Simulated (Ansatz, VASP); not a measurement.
# One calculation of NaF, two programs

```
Na F
1.0
    -1.65390   -3.17335   -0.00486
    -5.02622    3.20689   -0.01510
     1.65267   -0.00815   -5.70493
Na F
4 4
Direct
  0.61482 0.58132 0.38502
  0.10752 0.09165 0.35980
  0.46135 0.98633 0.86883
  0.99560 0.45970 0.82434
  0.86272 0.93729 0.65123
  0.33698 0.37452 0.65508
  0.33693 0.80314 0.14220
  0.78408 0.26605 0.11350
```

Change from the starting cell: cell x2, atoms moved at random (sigma 0.15 Å) and cell strained at random (1.5 %), then relaxed without symmetry.

Alike in both runs: task relaxation of cell and atoms; functional PBE; k mesh 4 × 4 × 4; occupations gaussian, width 0.1 eV; no spin polarisation.

```csv
,VASP,Ansatz
version,VASP 6.6.1,Ansatz 0.2.0
potentials or method,"VASP PAW PBE potentials, release 64 (Na_pv, F), cutoff 600 eV","scalar-relativistic, plane waves, PAW"
valence electrons in the cell,56,64
```

VASP gave:

| Item | Value |
| --- | --- |
| gap on the k mesh at the Fermi level, each at its own relaxed structure (eV) | 6.10 |
| relaxed volume (Å³/atom) | 12.91 |
| relaxed length of the cell vector where the two differ most in proportion (Å) | 3.316 |

Which values does Ansatz return?

gap on the k mesh at the Fermi level, each at its own relaxed structure (eV): 6.09; relaxed volume (Å³/atom): 12.97; relaxed length of the cell vector where the two differ most in proportion (Å): 3.323.

VASP's potentials hold 56 valence electrons a cell and Ansatz's 64, so a difference there can come from the potentials and not from the codes.

The k mesh is coarse, so the values compare programs but aren't converged.
